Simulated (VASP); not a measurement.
# Mo (R-3m) in VASP: further runs

Runs on Mo. Level: PBE. Tasks: single point.

Program: VASP 6.6.1. These are calculated values, not measurements. Logs are shortened: lines on timing, memory, paths and dates and some standing lists are left out, and cuts for length are marked.

## (1) The cell of the first run

Symmetry: R-3m, No. 166, trigonal system. The conventional cell has a = 4.184 Å, b = 4.184 Å, c = 3.124 Å, α = 90.00°, β = 90.00°, γ = 120.00°. Within 3.5 Å of Mo (site symmetry -3m) lie 14 Mo at 2.63 to 3.19 Å.

## (2) Single point, PBE

INCAR reads:

```
PREC = Accurate
ENCUT = 520
EDIFF = 1E-7
ISMEAR = 0
SIGMA = 0.15
LREAL = F
LASPH = T
NELM = 60
ALGO = Fast
ISIF = 2
LWAVE = F
LCHARG = T
GGA = PE
LELF = T
LVHAR = T
NBANDS = 13
```

KPOINTS reads:

```
regular mesh
0
Gamma
  22 22 22
```

POSCAR reads:

```
Mo
1.0
   -1.3709551624      1.5873023987      1.5873023987
    1.5873023987     -1.3709551624      1.5873023987
    1.5873023987      1.5873023987     -1.3709551624
Mo
1
Direct
    0.0000000000      0.0000000000      0.0000000000
```

Potentials or basis: VASP PAW PBE potentials, release 64 (Mo_sv).

Launch:

```sh
> cat potpaw_PBE.64/Mo_sv/POTCAR > POTCAR
> mpirun -np 1 vasp_std > vasp.out
```

OUTCAR:

```text
PREC = Accurate
   ENCUT = 520
   EDIFF = 1E-7
   ISMEAR = 0
   LREAL = F
   LASPH = T
   NELM = 60
   ISIF = 2
   GGA = PE

 ion  position               nearest neighbor table
   1  0.000  0.000  0.000-

  LATTYP: Found a trigonal (rhomboedric) cell.
 ALAT       =     2.6303185866
 COS(alpha) =    -0.2648972803

  Lattice vectors:

 A1 = (  -1.3709551624,   1.5873023987,   1.5873023987)
 A2 = (   1.5873023987,  -1.3709551624,   1.5873023987)
 A3 = (   1.5873023987,   1.5873023987,  -1.3709551624)

Analysis of symmetry for initial positions (statically):
=====================================================================
 Subroutine PRICEL returns:
 Original cell was already a primitive cell.

 Routine SETGRP: Setting up the symmetry group for a
 trigonal (rhombohedral) supercell.

 Subroutine GETGRP returns: Found 12 space group operations
 (whereof 12 operations were pure point group operations)
 out of a pool of 12 trial point group operations.

The static configuration has the point symmetry D_3d.

Analysis of symmetry for dynamics (positions and initial velocities):
=====================================================================
 Subroutine PRICEL returns:
 Original cell was already a primitive cell.

 Routine SETGRP: Setting up the symmetry group for a
 trigonal (rhombohedral) supercell.

 Subroutine GETGRP returns: Found 12 space group operations
 (whereof 12 operations were pure point group operations)
 out of a pool of 12 trial point group operations.

The dynamic configuration has the point symmetry D_3d.

 Subroutine INISYM returns: Found 12 space group operations
 (whereof 12 operations are pure point group operations),
 and found     1 'primitive' translations

----------------------------------------------------------------------------------------

                                     Primitive cell

  volume of cell :      15.7843

  direct lattice vectors                    reciprocal lattice vectors
    -1.370955162  1.587302399  1.587302399    -0.040547417  0.297489411  0.297489411
     1.587302399 -1.370955162  1.587302399     0.297489411 -0.040547417  0.297489411
     1.587302399  1.587302399 -1.370955162     0.297489411  0.297489411 -0.040547417

  length of vectors
     2.630318587  2.630318587  2.630318587     0.422662977  0.422662977  0.422662977

  position of ions in fractional coordinates (direct lattice)
     0.000000000  0.000000000  0.000000000

  ion indices of the primitive-cell ions
   primitive index   ion index
                 1           1

----------------------------------------------------------------------------------------

 KPOINTS: regular mesh

Automatic generation of k-mesh.
 Grid dimensions read from file:
 generate k-points for:   22   22   22

 Generating k-lattice:

  Cartesian coordinates                     Fractional coordinates (reciprocal lattice)
    -0.001843064  0.013522246  0.013522246     0.045454545  0.000000000 -0.000000000
     0.013522246 -0.001843064  0.013522246     0.000000000  0.045454545 -0.000000000
     0.013522246  0.013522246 -0.001843064    -0.000000000 -0.000000000  0.045454545

  Length of vectors
     0.019211953  0.019211953  0.019211953

  Shift w.r.t. Gamma in fractional coordinates (k-lattice)
     0.000000000  0.000000000  0.000000000

 Subroutine IBZKPT returns following result:
 ===========================================

 Found   1024 irreducible k-points:

 Following reciprocal coordinates:
            Coordinates               Weight
  0.000000  0.000000  0.000000      1.000000
  0.045455  0.000000  0.000000      6.000000
  0.090909  0.000000  0.000000      6.000000
  0.136364  0.000000  0.000000      6.000000
  0.181818  0.000000  0.000000      6.000000
  0.227273  0.000000  0.000000      6.000000
[... 16 lines left out ...]
  0.500000  0.045455  0.000000     12.000000
 -0.454545  0.045455 -0.000000     12.000000
 [... further k-points ...]
   k-points           NKPTS =   1024   k-points in BZ     NKDIM =   1024   number of bands    NBANDS=     13
   number of dos      NEDOS =    301   number of ions     NIONS =      1
   total plane-waves  NPLWV =   8000
   dimension x,y,z NGX =    20 NGY =   20 NGZ =   20
   dimension x,y,z NGXF=    40 NGYF=   40 NGZF=   40
   ions per type =               1
   NGX,Y,Z   is equivalent  to a cutoff of  12.64, 12.64, 12.64 a.u.
   NGXF,Y,Z  is equivalent  to a cutoff of  25.28, 25.28, 25.28 a.u.
 SYSTEM =  unknown system
   PREC   = accura    normal or accurate (medium, high low for compatibility)
   ISTART =      0    job   : 0-new  1-cont  2-samecut
   ICHARG =      2    charge: 1-file 2-atom 10-const
   ISPIN  =      1    spin polarized calculation?
   LNONCOLLINEAR =      F non collinear calculations
   LSORBIT =      F    spin-orbit coupling
   LASPH  =      T    aspherical Exc in radial PAW
   ENCUT  =  520.0 eV  38.22 Ry    6.18 a.u.   4.89  4.89  4.89*2*pi/ulx,y,z
   NELM   =     60;   NELMIN=  2; NELMDL= -5     # of ELM steps
   EDIFF  = 0.1E-06   stopping-criterion for ELM
   LREAL  =      F    real-space projection
   EDIFFG = 0.1E-05   stopping-criterion for IOM
   NSW    =      0    number of steps for IOM
   IBRION =     -1    ionic relax: 0-MD 1-quasi-New 2-CG
   NFREE  =      0    steps in history (QN), initial steepest desc. (CG)
   ISIF   =      2    stress and relaxation
   ISYM   =      2    0-nonsym 1-usesym 2-fastsym
   POTIM  = 0.5000    time-step for ionic-motion
   TEBEG  =    0.0;   TEEND  =   0.0 temperature during run
   PSTRESS=    0.0 pullay stress
   NELECT =      14.0000    total number of electrons
   NUPDOWN=      -1.0000    fix difference up-down
   EMIN   =  10.00;   EMAX   =-10.00  energy-range for DOS
   EFERMI =   0.00;   METHOD = LEGACY
   ISMEAR =     0;   SIGMA  =   0.15  broadening in eV -4-tet -1-fermi 0-gaus
   EFERMI_NEDOS =   21; number of points for ismear=-14 and -15
   IALGO  =     68    algorithm
   IMIX   =      4    mixing-type and parameters
     AMIX     =   0.40;   BMIX     =  1.00
     AMIX_MAG =   1.60;   BMIX_MAG =  1.00
  volume/ion in A,a.u.               =      15.78       106.52
  Fermi-wavevector in a.u.,A,eV,Ry     =   1.572930  2.972407 33.662304  2.474110
  Thomas-Fermi vector in A             =   2.674291
   LORBIT       =      0    0 simple, 1 ext, 2 COOP (PROOUT), +10 PAW based schemes
   GGA     = PE    functional components
   LHFCALC =     F    Hartree Fock is set to
   AEXX    =    0.0000 exact exchange contribution
   IVDW    =     0    specifies the selected vdW correction
   LEPSILON=     F    determine dielectric tensor
   LRPA    =     F    only Hartree local field effects (RPA)
 non-spin polarized calculation
 RMM-DIIS sequential band-by-band and
 Gauss-broadening in eV      SIGMA  =   0.15
  energy-cutoff  :      520.00
  volume of cell :       15.78
 maximum number of plane-waves:       442
   NGX =  9   NGY =  9   NGZ =  9

 number of electron      14.0000002 magnetization

 Free energy of the ion-electron system (eV)
  ---------------------------------------------------
  ext. energy  EPLUGINS =         0.00000000
  ---------------------------------------------------
  free energy    TOTEN  =       -10.71863605 eV

  energy without entropy =      -10.71075645  energy(sigma->0) =      -10.71469625

 E-fermi :  12.5406     XC(G=0): -13.3061

 val. band max:       12.5390107214   @ k =  -0.2727   0.3636   0.2273
 cond. band min:      12.5466120314   @ k =  -0.2727   0.3182   0.1818
 fundamental gap:      0.0076013100
 Fermi energy:        12.5405613790

 k-point     1 :       0.0000    0.0000    0.0000
  band No.  band energies     occupation
      1     -48.8774      2.00000
      2     -22.3397      2.00000
      3     -21.9661      2.00000
      4     -21.9661      2.00000
      5       5.2919      2.00000
      6       9.6824      2.00000
      7       9.6824      2.00000
      8      13.1101      0.00000
      9      14.7416      0.00000
     10      14.7416      0.00000
     11      26.4724      0.00000
     12      26.4724      0.00000
     13      29.8003      0.00000

 k-point     2 :       0.0455    0.0000    0.0000
  band No.  band energies     occupation
      1     -48.8729      2.00000
      2     -22.3510      2.00000
      3     -21.9889      2.00000
      4     -21.9659      2.00000
      5       5.3729      2.00000
      6       9.6690      2.00000
      7       9.7169      2.00000
      8      13.1135      0.00000
      9      14.7089      0.00000
     10      14.7219      0.00000
     11      26.5613      0.00000
     12      26.6133      0.00000
     13      29.8766      0.00000

 k-point     3 :       0.0909    0.0000    0.0000
  band No.  band energies     occupation
      1     -48.8600      2.00000
      2     -22.3904      2.00000
      3     -22.0484      2.00000
      4     -21.9653      2.00000
      5       5.6075      2.00000
      6       9.6283      2.00000
      7       9.8117      2.00000
      8      13.1313      0.00000
      9      14.6344      0.00000
     10      14.6718      0.00000
     11      26.8094      0.00000
     12      26.9792      0.00000
     13      30.0863      0.00000
[... 305 lines left out ...]
 k-point    23 :       0.5000    0.0455    0.0000
  band No.  band energies     occupation
      1     -48.6504      2.00000
      2     -23.5702      2.00000
      3     -22.3051      2.00000
      4     -21.9698      2.00000
      5       7.4456      2.00000
      6       8.7995      2.00000
      7      12.8112      0.01071
      8      14.8270      0.00000
      9      15.1022      0.00000
     10      16.1374      0.00000
     11      23.0665      0.00000
     12      25.7085      0.00000
     13      30.3996      0.00000

 k-point    24 :      -0.4545    0.0455   -0.0000
  band No.  band energies     occupation
      1     -48.6566      2.00000
      2     -23.5354      2.00000
      3     -22.2970      2.00000
      4     -21.9676      2.00000
      5       7.4844      2.00000
      6       8.8452      2.00000
      7      12.3616      1.90851
      8      14.8456      0.00000
      9      14.9646      0.00000
     10      16.1237      0.00000
     11      23.3573      0.00000
     12      25.9164      0.00000
     13      30.9281      0.00000

 [... further k-points ...]
[... 5 lines left out ...]
  --------------------------------------------------------------------------------------
  -------------------------------------------------------------------------------------
  Total        0.6035388      0.6035388      0.6035388     -1.0282046     -1.0282046     -1.0282046
  in kB       61.2620654     61.2620654     61.2620654   -104.3676647   -104.3676647   -104.3676647
  external PRESSURE =      61.2620654 kB  Pullay stress =       0.0000000 kB

 VOLUME and BASIS-vectors are now :
 -----------------------------------------------------------------------------
  energy-cutoff  :      520.00
  volume of cell :       15.78
      direct lattice vectors                 reciprocal lattice vectors
    -1.370955162  1.587302399  1.587302399    -0.040547417  0.297489411  0.297489411
     1.587302399 -1.370955162  1.587302399     0.297489411 -0.040547417  0.297489411
     1.587302399  1.587302399 -1.370955162     0.297489411  0.297489411 -0.040547417

 POSITION                                       TOTAL-FORCE (eV/Angst)
 -----------------------------------------------------------------------------------
      0.00000      0.00000      0.00000         0.000000      0.000000      0.000000
 -----------------------------------------------------------------------------------
    total drift:                                0.000000     -0.000000     -0.000000

  FREE ENERGIE OF THE ION-ELECTRON SYSTEM (eV)
  ---------------------------------------------------
  free  energy   TOTEN  =       -10.7186360488 eV

  energy  without entropy=      -10.7107564465  energy(sigma->0) =      -10.71469625
```

It took 2.4 min on 1 thread of AMD EPYC 7R43 (Zen 3), shared host; peak memory 0.26 GiB.

Results:

```
Free energy            : -10.7186 eV
Pressure               : 6.1 GPa
Band gap on the k mesh : zero (band 7 reaches 13.99 eV, above the bottom of band 8 at 11.48 eV)
```

Levels at points of the mesh, in eV from the Fermi level:
```csv
k point,band 5,band 6,band 7,band 8,band 9,band 10
"(0.00, 0.00, 0.00)",-7.25,-2.86,-2.86,0.57,2.20,2.20
"(0.50, 0.00, 0.00)",-5.17,-3.78,0.63,2.31,2.48,3.37
"(0.50, 0.50, 0.00)",-5.57,-3.42,1.45,1.51,2.67,5.34
"(0.50, 0.50, 0.50)",-5.46,-5.46,1.15,5.02,5.02,7.74
```

## (3) Single point, PBE

This run uses another cell than the first one, of the same volume but with other edges.

INCAR reads:

```
PREC = Accurate ; ENCUT = 520
EDIFF = 1E-6 ; ISMEAR = 0
SIGMA = 0.15 ; LREAL = False
LASPH = True ; NELM = 60
ALGO = Fast ; ISIF = 2
LWAVE = False ; LCHARG = False
GGA = PE ; NBANDS = 13
```

KPOINTS reads:

```
Automatic mesh
0
Gamma
  22 22 22
```

POSCAR reads:

```
Mo
1.0
   -2.2150414341      1.6388801563      1.6388801563
    1.6388801563     -2.2150414341      1.6388801563
    1.6388801563      1.6388801563     -2.2150414341
Mo
1
Direct
    0.0000000000      0.0000000000      0.0000000000
```

Potentials or basis: VASP PAW PBE potentials, release 64 (Mo_sv).

Launch:

```sh
> cat potpaw_PBE.64/Mo_sv/POTCAR > POTCAR
> mpirun -np 1 vasp_std > vasp.out
```

It took 3 min on 1 thread of AMD EPYC 7R43 (Zen 3), shared host; peak memory 0.27 GiB.

Results (log left out):

- Free energy: -5.3814 eV
- Pressure: 136.5 GPa
- Band gap on the k mesh: zero (band 7 reaches 14.89 eV, above the bottom of band 8 at 9.14 eV)

Stress tensor (GPa, compression positive):
```
136.47 145.40 145.40
145.40 136.47 145.40
145.40 145.40 136.47
```

Levels at points of the mesh, in eV from the Fermi level:
```tsv
k point	band 5	band 6	band 7	band 8	band 9	band 10
(0.00, 0.00, 0.00)	-8.86	-4.39	-3.20	-3.20	9.19	9.48
(0.50, 0.00, 0.00)	-7.79	-6.98	1.54	2.40	5.32	5.61
(0.50, 0.50, 0.00)	-7.04	-5.18	-0.88	0.08	5.25	9.39
(0.50, 0.50, 0.50)	-7.94	-7.94	2.55	2.55	8.98	9.91
```

(Part 1 of 2 ends here.)
